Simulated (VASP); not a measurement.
Ca2BeCl6: single point with PBE

Ca2BeCl6:

```
CELL_PARAMETERS angstrom
0.00000 4.53527 4.53527
4.53527 0.00000 4.53527
4.53527 4.53527 0.00000
ATOMIC_POSITIONS crystal
Ca 0.25000 0.25000 0.25000
Ca 0.75000 0.75000 0.75000
Be 0.00000 0.00000 0.00000
Cl 0.75000 0.25000 0.25000
Cl 0.25000 0.75000 0.75000
Cl 0.25000 0.75000 0.25000
Cl 0.75000 0.25000 0.75000
Cl 0.25000 0.25000 0.75000
Cl 0.75000 0.75000 0.25000
```

| Property | Result |
| --- | --- |
| Program | VASP 6.6.1 |
| Task | single point |
| Functional | PBE |
| Potentials or basis | VASP PAW PBE potentials, release 64 (Ca_sv, Be, Cl) |
| Cutoff | 520 eV |
| k mesh | 4 × 4 × 4 |
| Occupations | gaussian, width 0.1 eV |
| Spin | no spin polarisation |
| Dipole correction | no |
| Further INCAR settings | ALGO = Normal; EDIFF = 1e-06; NBANDS = 42 |

```yaml
Pressure: 0.1 GPa
Band_gap_on_the_k_mesh: 3.60 eV, direct
```

Levels at points of the mesh, in eV from the valence-band top:
| k point | band 30 | band 31 | band 32 | band 33 | band 34 | band 35 |
| --- | --- | --- | --- | --- | --- | --- |
| (0.00, 0.00, 0.00) | 0.00 | 0.00 | 0.00 | 3.60 | 3.74 | 3.74 |
| (0.50, 0.00, 0.00) | -0.38 | -0.18 | -0.18 | 4.51 | 4.58 | 4.58 |
| (0.50, 0.50, 0.00) | -0.69 | -0.17 | -0.09 | 4.59 | 4.72 | 4.84 |

It took 120 s on 1 thread of AMD EPYC 7R43 64-Core Processor (Zen 3), on a shared host, peak memory 0.29 GiB.
